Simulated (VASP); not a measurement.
Input of a VASP 6.6.1 run:

The input INCAR:

```
SYSTEM = Sn3Te
ALGO = Fast
EDIFF = 1E-6
ENCUT = 520
ISIF = 2
ISMEAR = -1
LASPH = .True.
LCHARG = .True.
LELF = .True.
LREAL = .False.
LVHAR = .True.
LWAVE = .False.
NBANDS = 32
NELM = 80
PREC = Accurate
SIGMA = 0.05
```

Contents of KPOINTS:

```
k-points
0
Gamma
  8 8 8
  0 0 0
```

POSCAR

```
Sn3Te
1.0
   -2.3460312216      2.3460312216      5.6246880172
    2.3460312216     -2.3460312216      5.6246880172
    2.3460312216      2.3460312216     -5.6246880172
Te Sn
1 3
Direct
    0.0000000000      0.0000000000      0.0000000000
    0.5000000000      0.5000000000      0.0000000000
    0.2500000000      0.7500000000      0.5000000000
    0.7500000000      0.2500000000      0.5000000000
```

Potentials or basis: VASP PAW LDA potentials, release 64 (Te, Sn_d).

Launch:

```bash
$ cat potpaw_LDA.64/Te/POTCAR potpaw_LDA.64/Sn_d/POTCAR > POTCAR
$ mpirun -np 1 vasp_std > vasp.out
```

Q: Estimate the pressure.

A: -6.0 GPa.

Q: Predict the band gap on the k mesh.

A: Zero (bands 24 and 25 overlap by 0.73 eV).

Stress tensor (GPa, compression positive):
```
-6.23  0.00  0.00
 0.00 -6.23  0.00
 0.00  0.00 -5.47
```

Caveat: the cell stands under tension; semilocal functionals underestimate gaps, so a narrow gap can read as zero; spin-orbit coupling is left out, which moves the levels of the heavy elements.
